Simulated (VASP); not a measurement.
Set up this calculation in VASP 6.6.1, as the native input.

- Task: relaxation of cell and atoms
- Functional: PBE-based screened hybrid with 25 % exact exchange
- Potentials or basis: VASP PAW PBE potentials, release 64 (Cl, Na_pv)
- Cutoff: 600 eV
- k mesh: 4 × 4 × 4
- Occupations: fermi-dirac, width 0.05 eV
- Spin: no spin polarisation
- Dipole correction: no
- Grid for exact exchange (PRECFOCK): Normal
- Share of exact exchange: 0.25
- Further INCAR settings: ALGO = Normal; EDIFF = 1e-07; IBRION = 2; EDIFFG = -0.01; NSW = 60; ISIF = 3
- Screening parameter: 0.3 1/Å

The system is NaCl.

```
Cl Na
1.0
     0.00000    2.79406    2.79406
     2.79406    0.00000    2.79406
     2.79406    2.79406    0.00000
Cl Na
1 1
Direct
  0.50000 0.50000 0.50000
  0.00000 0.00000 0.00000
```

These files were run (other wordings do the same):

POSCAR

```
NaCl
1.0
    0.0000000000      2.7940632177      2.7940632177
    2.7940632177      0.0000000000      2.7940632177
    2.7940632177      2.7940632177      0.0000000000
Cl Na
1 1
Direct
    0.5000000000      0.5000000000      0.5000000000
    0.0000000000      0.0000000000      0.0000000000
```

INCAR.step1

```
ALGO = Normal ; EDIFF = 1E-5
ENCUT = 600 ; GGA = PE
ISMEAR = -1 ; LASPH = T
LCHARG = F ; LREAL = F
LWAVE = T ; NBANDS = 14
NELM = 80 ; PREC = Accurate
SIGMA = 0.05
```

INCAR.step2

```
AEXX = 0.25 ; ALGO = Normal
EDIFF = 1E-7 ; EDIFFG = -0.01
ENCUT = 600 ; GGA = PE
HFSCREEN = 0.3 ; IBRION = 2
ISIF = 3 ; ISMEAR = -1
ISTART = 1 ; LASPH = T
LCHARG = F ; LHFCALC = T
LREAL = F ; LWAVE = F
NELM = 80 ; NSW = 60
PREC = Accurate ; PRECFOCK = Normal
SIGMA = 0.05
```

KPOINTS

```
k-points
0
Gamma
  4 4 4
```

Potentials or basis: VASP PAW PBE potentials, release 64 (Cl, Na_pv).

Command:

```bash
$ cat potpaw_PBE.64/Cl/POTCAR potpaw_PBE.64/Na_pv/POTCAR > POTCAR
$ cp INCAR.step1 INCAR
$ mpirun -np 1 vasp_std > vasp.out
$ cp INCAR.step2 INCAR
$ mpirun -np 1 vasp_std > vasp.out
```

It gave:

```
Relaxed volume                        : 22.66 Å³/atom
Relaxed cell                          : a = 4.002 Å, b = 4.002 Å, c = 4.002 Å, α = 60.00°, β = 60.00°, γ = 60.00°
Space group after relaxing (to 0.1 Å) : Fm-3m (No. 225)
Energy gained by relaxing             : 2.7 meV/atom
Ionic steps                           : 3
Pressure after relaxing               : 0.0 GPa
Band gap on the k mesh                : 6.19 eV
```

Caveat: the k points lie up to 0.48 Å⁻¹ apart in the final cell; the PAW data sets were made with another functional, which shifts forces and pressure a little.

It took 8.3 min on 1 thread of Intel(R) Xeon(R) Platinum 8375C CPU @ 2.90GHz (Ice Lake), on a shared host, peak memory 0.27 GiB.
